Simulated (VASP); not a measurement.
Input of a VASP 6.6.1 run:

The input INCAR:

```
SYSTEM = TiH
PREC     = Accurate       ! precision mode
ENCUT    = 520            ! plane-wave cutoff, eV
EDIFF    = 1E-6           ! SCF threshold, eV
ISMEAR   = 0              ! smearing method
SIGMA    = 0.1            ! smearing width, eV
LREAL    = .FALSE.        ! projectors in reciprocal space
LASPH    = .TRUE.         ! aspherical terms in the spheres
NELM     = 80             ! most SCF steps
ALGO     = Normal         ! electronic algorithm
ISIF     = 2              ! what is computed and relaxed
LWAVE    = .FALSE.        ! write WAVECAR
LCHARG   = .TRUE.         ! write CHGCAR
GGA      = PS             ! functional
LELF     = .TRUE.         ! ELF
LVHAR    = .TRUE.       
NBANDS   = 14             ! bands
```

File KPOINTS:

```
regular mesh
0
G
  12 12 12
  0 0 0
```

POSCAR

```
TiH
1.0
    0.0000000000      2.1239604176      2.1239604176
    2.1239604176      0.0000000000      2.1239604176
    2.1239604176      2.1239604176      0.0000000000
Ti H
1 1
Direct
    0.0000000000      0.0000000000      0.0000000000
    0.5000000000      0.5000000000      0.5000000000
```

Potentials or basis: VASP PAW PBE potentials, release 64 (Ti_sv, H).

Command:

```console
$ cat potpaw_PBE.64/Ti_sv/POTCAR potpaw_PBE.64/H/POTCAR > POTCAR
$ mpirun -np 1 vasp_std > vasp.out
```

Task: What does it give for the pressure?

Result: -9.8 GPa.

Caveat: the PAW data sets were made with another functional, which shifts forces and pressure a little.
